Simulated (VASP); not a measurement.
CuO, 4 atoms in the cell. The typed cell holds 4 atoms: a = 2.988 Å, b = 2.816 Å, c = 5.493 Å, α = 74.89°, β = 74.25°, γ = 66.24°. 

* Program: VASP 6.6.1
* Task: relaxation of cell and atoms
* Functional: RPBE
* Dispersion: D3(BJ)
* Potentials or basis: VASP PAW PBE potentials, release 64 (Cu, O)
* Cutoff: 600 eV
* k mesh: 10 × 10 × 5
* Occupations: fermi-dirac, width 0.05 eV
* Spin: no spin polarisation
* Dipole correction: no
* Further INCAR settings: ALGO = Normal; EDIFF = 1e-06; IBRION = 2; EDIFFG = -0.01; NSW = 60; ISIF = 3

Potentials or basis: VASP PAW PBE potentials, release 64 (Cu, O).

Launch:

```bash
$ cat potpaw_PBE.64/Cu/POTCAR potpaw_PBE.64/O/POTCAR > POTCAR
$ mpirun -np 1 vasp_std > vasp.out
```

Hardware: 1 thread of Intel(R) Xeon(R) Platinum 8559C (Emerald Rapids), on a shared host.

**Question.** How long does it take, and how much memory?

**Answer.** Run time: 60 min on 1 thread of Intel(R) Xeon(R) Platinum 8559C (Emerald Rapids), on a shared host, peak memory 0.43 GiB. Counts: scf iterations 397, k points 252, ion steps 53.
